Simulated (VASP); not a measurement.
# Br (Cmce) in VASP: a series of runs

Aim: see how the results for Br move with the level of theory and the settings. Levels: PBE+D3(BJ), PBE. Tasks: single point.

Everything below comes from runs of VASP 6.6.1. Logs are shortened: lines on timing, memory, paths and dates and some standing lists are left out, and cuts for length are marked.

## Step 1: The cell of the first run

The structure is orthorhombic, space group Cmce (No. 64). The conventional cell has a = 6.981 Å, b = 4.150 Å, c = 8.573 Å, α = 90.00°, β = 90.00°, γ = 90.00°. Br (site symmetry m) has 3 Br at 2.40 to 3.06 Å within 3.2 Å.

## Step 2: Single point, PBE+D3(BJ)

Input file INCAR:

```
SYSTEM = Br
PREC = Accurate ; ENCUT = 520
EDIFF = 1E-6 ; ISMEAR = -1
SIGMA = 0.05 ; LREAL = .False.
LASPH = .True. ; NELM = 100
ALGO = Normal ; ISIF = 2
LWAVE = .False. ; LCHARG = .False.
GGA = PE ; IVDW = 12
NBANDS = 22
```

Input file KPOINTS:

```
Automatic mesh
0
Gamma
  7 7 3
  0 0 0
```

Input file POSCAR:

```
Br
1.0
    3.4906007367     -2.0750170523      0.0000000000
    3.4906007367      2.0750170523      0.0000000000
    0.0000000000      0.0000000000      8.5733510643
Br
4
Direct
    0.3489286489      0.6510713511      0.3808617121
    0.1510713511      0.8489286489      0.8808617121
    0.6510713511      0.3489286489      0.6191382879
    0.8489286489      0.1510713511      0.1191382879
```

Potentials or basis: VASP PAW PBE potentials, release 64 (Br).

On the command line:

```
> cat potpaw_PBE.64/Br/POTCAR > POTCAR
> mpirun -np 1 vasp_std > vasp.out
```

OUTCAR:

```text
SYSTEM = Br
   PREC = Accurate
   ENCUT = 520
   EDIFF = 1E-6
   ISMEAR = -1
   LREAL = .False.
   LASPH = .True.
   NELM = 100
   ISIF = 2
   GGA = PE
   IVDW = 12
 IVDW          = 12

 ion  position               nearest neighbor table
   1  0.349  0.651  0.381-   3 2.40
   2  0.151  0.849  0.881-   4 2.40
   3  0.651  0.349  0.619-   1 2.40
   4  0.849  0.151  0.119-   2 2.40

  LATTYP: Found a base centered orthorhombic cell.
 ALAT       =     4.1500341046
 B/A-ratio  =     1.6822033982
 C/A-ratio  =     2.0658507492

  Lattice vectors:

 A1 = (  -3.4906007367,  -2.0750170523,   0.0000000000)
 A2 = (   3.4906007367,  -2.0750170523,   0.0000000000)
 A3 = (   0.0000000000,   0.0000000000,   8.5733510643)

Analysis of symmetry for initial positions (statically):
=====================================================================
 Subroutine PRICEL returns:
 Original cell was already a primitive cell.

 Routine SETGRP: Setting up the symmetry group for a
 base centered orthorhombic supercell.

 Subroutine GETGRP returns: Found  8 space group operations
 (whereof  4 operations were pure point group operations)
 out of a pool of  8 trial point group operations.

The static configuration has the point symmetry C_2h.
 The point group associated with its full space group is D_2h.

Analysis of symmetry for dynamics (positions and initial velocities):
=====================================================================
 Subroutine PRICEL returns:
 Original cell was already a primitive cell.

 Routine SETGRP: Setting up the symmetry group for a
 base centered orthorhombic supercell.

 Subroutine GETGRP returns: Found  8 space group operations
 (whereof  4 operations were pure point group operations)
 out of a pool of  8 trial point group operations.

The dynamic configuration has the point symmetry C_2h.
 The point group associated with its full space group is D_2h.

 Subroutine INISYM returns: Found  8 space group operations
 (whereof  4 operations are pure point group operations),
 and found     1 'primitive' translations

----------------------------------------------------------------------------------------

                                     Primitive cell

  volume of cell :     124.1945

  direct lattice vectors                    reciprocal lattice vectors
     3.490600737 -2.075017052  0.000000000     0.143241819 -0.240961875  0.000000000
     3.490600737  2.075017052  0.000000000     0.143241819  0.240961875  0.000000000
     0.000000000  0.000000000  8.573351064     0.000000000  0.000000000  0.116640505

  length of vectors
     4.060786780  4.060786780  8.573351064     0.280322750  0.280322750  0.116640505

  position of ions in fractional coordinates (direct lattice)
     0.348928649  0.651071351  0.380861712
     0.151071351  0.848928649  0.880861712
     0.651071351  0.348928649  0.619138288
     0.848928649  0.151071351  0.119138288

  ion indices of the primitive-cell ions
   primitive index   ion index
                 1           1
                 2           2
                 3           3
                 4           4

----------------------------------------------------------------------------------------

 KPOINTS: Automatic mesh

Automatic generation of k-mesh.
 Grid dimensions read from file:
 generate k-points for:    7    7    3

 Generating k-lattice:

  Cartesian coordinates                     Fractional coordinates (reciprocal lattice)
     0.020463117 -0.034423125  0.000000000     0.142857143 -0.000000000  0.000000000
     0.020463117  0.034423125  0.000000000    -0.000000000  0.142857143  0.000000000
     0.000000000  0.000000000  0.038880168     0.000000000  0.000000000  0.333333333

  Length of vectors
     0.040046107  0.040046107  0.038880168

  Shift w.r.t. Gamma in fractional coordinates (k-lattice)
     0.000000000  0.000000000  0.000000000

 Subroutine IBZKPT returns following result:
 ===========================================

 Found     32 irreducible k-points:

 Following reciprocal coordinates:
            Coordinates               Weight
  0.000000  0.000000  0.000000      1.000000
  0.142857  0.000000  0.000000      4.000000
  0.285714  0.000000  0.000000      4.000000
  0.428571 -0.000000  0.000000      4.000000
  0.142857  0.142857  0.000000      2.000000
  0.285714  0.142857  0.000000      4.000000
[... 16 lines left out ...]
  0.428571  0.142857  0.333333      8.000000
 -0.428571  0.142857  0.333333      8.000000
 [... further k-points ...]
   k-points           NKPTS =     32   k-points in BZ     NKDIM =     32   number of bands    NBANDS=     22
   number of dos      NEDOS =    301   number of ions     NIONS =      4
   total plane-waves  NPLWV =  57600
   dimension x,y,z NGX =    30 NGY =   30 NGZ =   64
   dimension x,y,z NGXF=    60 NGYF=   60 NGZF=  128
   ions per type =               4
   NGX,Y,Z   is equivalent  to a cutoff of  12.28, 12.28, 12.41 a.u.
   NGXF,Y,Z  is equivalent  to a cutoff of  24.56, 24.56, 24.82 a.u.
 SYSTEM =  Br
   PREC   = accura    normal or accurate (medium, high low for compatibility)
   ISTART =      0    job   : 0-new  1-cont  2-samecut
   ICHARG =      2    charge: 1-file 2-atom 10-const
   ISPIN  =      1    spin polarized calculation?
   LNONCOLLINEAR =      F non collinear calculations
   LSORBIT =      F    spin-orbit coupling
   LASPH  =      T    aspherical Exc in radial PAW
   ENCUT  =  520.0 eV  38.22 Ry    6.18 a.u.   7.55  7.55 15.94*2*pi/ulx,y,z
   NELM   =    100;   NELMIN=  2; NELMDL= -5     # of ELM steps
   EDIFF  = 0.1E-05   stopping-criterion for ELM
   LREAL  =      F    real-space projection
   EDIFFG = 0.1E-04   stopping-criterion for IOM
   NSW    =      0    number of steps for IOM
   IBRION =     -1    ionic relax: 0-MD 1-quasi-New 2-CG
   NFREE  =      0    steps in history (QN), initial steepest desc. (CG)
   ISIF   =      2    stress and relaxation
   ISYM   =      2    0-nonsym 1-usesym 2-fastsym
   POTIM  = 0.5000    time-step for ionic-motion
   TEBEG  =    0.0;   TEEND  =   0.0 temperature during run
   PSTRESS=    0.0 pullay stress
   NELECT =      28.0000    total number of electrons
   NUPDOWN=      -1.0000    fix difference up-down
   EMIN   =  10.00;   EMAX   =-10.00  energy-range for DOS
   EFERMI =   0.00;   METHOD = LEGACY
   ISMEAR =    -1;   SIGMA  =   0.05  broadening in eV -4-tet -1-fermi 0-gaus
   EFERMI_NEDOS =   21; number of points for ismear=-14 and -15
   IALGO  =     38    algorithm
   IMIX   =      4    mixing-type and parameters
     AMIX     =   0.40;   BMIX     =  1.00
     AMIX_MAG =   1.60;   BMIX_MAG =  1.00
  volume/ion in A,a.u.               =      31.05       209.53
  Fermi-wavevector in a.u.,A,eV,Ry     =   0.996384  1.882893 13.507603  0.992781
  Thomas-Fermi vector in A             =   2.128469
   LORBIT       =      0    0 simple, 1 ext, 2 COOP (PROOUT), +10 PAW based schemes
   GGA     = PE    functional components
   LHFCALC =     F    Hartree Fock is set to
   AEXX    =    0.0000 exact exchange contribution
   IVDW    =    12    specifies the selected vdW correction
   LEPSILON=     F    determine dielectric tensor
   LRPA    =     F    only Hartree local field effects (RPA)
 non-spin polarized calculation
  energy-cutoff  :      520.00
  volume of cell :      124.19
 maximum number of plane-waves:      3367
 NGX is ok and might be reduce to    30
   NGX = 15   NGY = 15   NGZ = 31

 number of electron      27.9999995 magnetization

 Free energy of the ion-electron system (eV)
  ---------------------------------------------------
  ext. energy  EPLUGINS =         0.00000000
  ---------------------------------------------------
  free energy    TOTEN  =        -6.46286018 eV

  energy without entropy =       -6.46285990  energy(sigma->0) =       -6.46286004

 E-fermi :   1.0398     XC(G=0):  -8.2879

 val. band max:        0.4091287340   @ k =   0.0000   0.0000   0.0000
 cond. band min:       1.7424775259   @ k =   0.4286   0.4286   0.0000
 fundamental gap:      1.3333487919
 Fermi energy:         1.0398431685

 k-point     1 :       0.0000    0.0000    0.0000
  band No.  band energies     occupation
      1     -15.5155      2.00000
      2     -14.8338      2.00000
      3     -13.3934      2.00000
      4     -12.1504      2.00000
      5      -4.7123      2.00000
      6      -3.1910      2.00000
[... 14 lines left out ...]
     21       9.8266      0.00000
     22      10.4810      0.00000

 k-point     2 :       0.1429    0.0000    0.0000
  band No.  band energies     occupation
      1     -15.4404      2.00000
      2     -14.8148      2.00000
      3     -13.3355      2.00000
      4     -12.2237      2.00000
      5      -4.7113      2.00000
      6      -3.4167      2.00000
[... 14 lines left out ...]
     21       9.6044      0.00000
     22       9.8952      0.00000

 k-point     3 :       0.2857    0.0000    0.0000
  band No.  band energies     occupation
      1     -15.2433      2.00000
      2     -14.7906      2.00000
      3     -13.1777      2.00000
      4     -12.4235      2.00000
      5      -4.7613      2.00000
      6      -4.0346      2.00000
[... 14 lines left out ...]
     21       9.7691      0.00000
     22      10.0843      0.00000
[... 476 lines left out ...]
 k-point    23 :       0.4286    0.1429    0.3333
  band No.  band energies     occupation
      1     -15.0843      2.00000
      2     -14.8829      2.00000
      3     -12.9223      2.00000
      4     -12.5883      2.00000
      5      -4.5528      2.00000
      6      -4.1684      2.00000
[... 14 lines left out ...]
     21       9.5174      0.00000
     22       9.9249      0.00000

 k-point    24 :      -0.4286    0.1429    0.3333
  band No.  band energies     occupation
      1     -14.9337      2.00000
      2     -14.8734      2.00000
      3     -12.8593      2.00000
      4     -12.7660      2.00000
      5      -4.5531      2.00000
      6      -4.4220      2.00000
[... 14 lines left out ...]
     21      10.6578      0.00000
     22      11.1282      0.00000

 [... further k-points ...]

------------------------ aborting loop because EDIFF is reached ----------------------------------------

 Edisp (eV)   -0.92806

 E8    (eV) :    -0.3676

  FORCE on cell =-STRESS in cart. coord.  units (eV):
  Direction    XX          YY          ZZ          XY          YZ          ZX
  --------------------------------------------------------------------------------------
  -------------------------------------------------------------------------------------
  Total       0.00287     0.00450     0.02479     0.00000    -0.00000     0.00000
  in kB       0.03702     0.05808     0.31985     0.00000    -0.00000     0.00000
  external pressure =        0.14 kB  Pullay stress =        0.00 kB

 VOLUME and BASIS-vectors are now :
 -----------------------------------------------------------------------------
  energy-cutoff  :      520.00
  volume of cell :      124.19
      direct lattice vectors                 reciprocal lattice vectors
     3.490600737 -2.075017052  0.000000000     0.143241819 -0.240961875  0.000000000
     3.490600737  2.075017052  0.000000000     0.143241819  0.240961875  0.000000000
     0.000000000  0.000000000  8.573351064     0.000000000  0.000000000  0.116640505

 POSITION                                       TOTAL-FORCE (eV/Angst)
 -----------------------------------------------------------------------------------
      3.49060      0.62695      3.26526         0.000000      0.002603     -0.003008
      3.49060      1.44807      7.55194         0.000000     -0.002603     -0.003008
      3.49060     -0.62695      5.30809         0.000000     -0.002603      0.003008
      3.49060     -1.44807      1.02141         0.000000      0.002603      0.003008
 -----------------------------------------------------------------------------------
    total drift:                                0.000000      0.000000      0.000000

  FREE ENERGIE OF THE ION-ELECTRON SYSTEM (eV)
  ---------------------------------------------------
  free  energy   TOTEN  =        -7.3909178333 eV

  energy  without entropy=       -7.3909175612  energy(sigma->0) =       -7.39091770
```

Wall time 30 s (1 thread of Intel Xeon 6975P-C (Granite Rapids), shared host); peak memory 0.26 GiB.

What came out:

```yaml
Free_energy: -7.3909 eV
Pressure: 0.0 GPa
Largest_force: 0.004 eV/Å
Band_gap_on_the_k_mesh: 1.33 eV (least direct gap 1.37 eV)
Dispersion_energy_per_atom: -0.232 eV
```

Forces on the atoms (eV/Å):
```
Br   0.000  0.003 -0.003
Br   0.000 -0.003 -0.003
Br   0.000 -0.003  0.003
Br   0.000  0.003  0.003
```

Levels at points of the mesh, in eV from the valence-band top:
```csv
k point,band 12,band 13,band 14,band 15,band 16,band 17
"(0.00, 0.00, 0.00)",-0.60,-0.43,0.00,1.37,2.28,5.95
```

Caveat: an odd mesh through Γ misses points on the zone boundary, where band edges can lie.

## Step 3: Single point, PBE

This run uses another cell than the first one, of 33.99 Å³/atom.

Input file INCAR:

```
SYSTEM = Br
ALGO = Normal
EDIFF = 1E-6
ENCUT = 520
GGA = PE
ISIF = 2
ISMEAR = 0
LASPH = .True.
LCHARG = .True.
LELF = .True.
LREAL = .False.
LVHAR = .True.
LWAVE = .False.
NBANDS = 22
NELM = 60
PREC = Accurate
SIGMA = 0.016
```

Input file KPOINTS:

```
k-points
0
Gamma
  7 7 3
  0 0 0
```

Input file POSCAR:

```
Br
1.0
    3.3632500000     -2.3225500000      0.0000000000
    3.3632500000      2.3225500000      0.0000000000
    0.0000000000      0.0000000000      8.7023000000
Br
4
Direct
    0.3651000000      0.6349000000      0.3901000000
    0.1349000000      0.8651000000      0.8901000000
    0.6349000000      0.3651000000      0.6099000000
    0.8651000000      0.1349000000      0.1099000000
```

Potentials or basis: VASP PAW PBE potentials, release 64 (Br).

On the command line:

```
> cat potpaw_PBE.64/Br/POTCAR > POTCAR
> mpirun -np 1 vasp_std > vasp.out
```

Wall time 44 s (1 thread of Intel Xeon 6975P-C (Granite Rapids), shared host); peak memory 0.26 GiB.

It converged, with:

| Item | Value |
| --- | --- |
| Free energy | -6.3724 eV |
| Pressure | 1.9 GPa |
| Largest force | 0.882 eV/Å |
| Band gap on the k mesh | 1.90 eV (least direct gap 1.92 eV) |

Forces on the atoms (eV/Å):
```
Br   0.000  0.424 -0.774
Br   0.000 -0.424 -0.774
Br   0.000 -0.424  0.774
Br   0.000  0.424  0.774
```

Stress tensor (GPa, compression positive):
```
1.21 0.00 0.00
0.00 1.29 0.00
0.00 0.00 3.05
```

Levels at points of the mesh, in eV from the valence-band top:
| k point | band 12 | band 13 | band 14 | band 15 | band 16 | band 17 |
| --- | --- | --- | --- | --- | --- | --- |
| (0.00, 0.00, 0.00) | -0.34 | -0.06 | -0.02 | 1.90 | 2.65 | 6.00 |

Caveat: this functional lacks dispersion, which holds the molecules together, so the pressure and a relaxed volume are unreliable; an odd mesh through Γ misses points on the zone boundary, where band edges can lie.
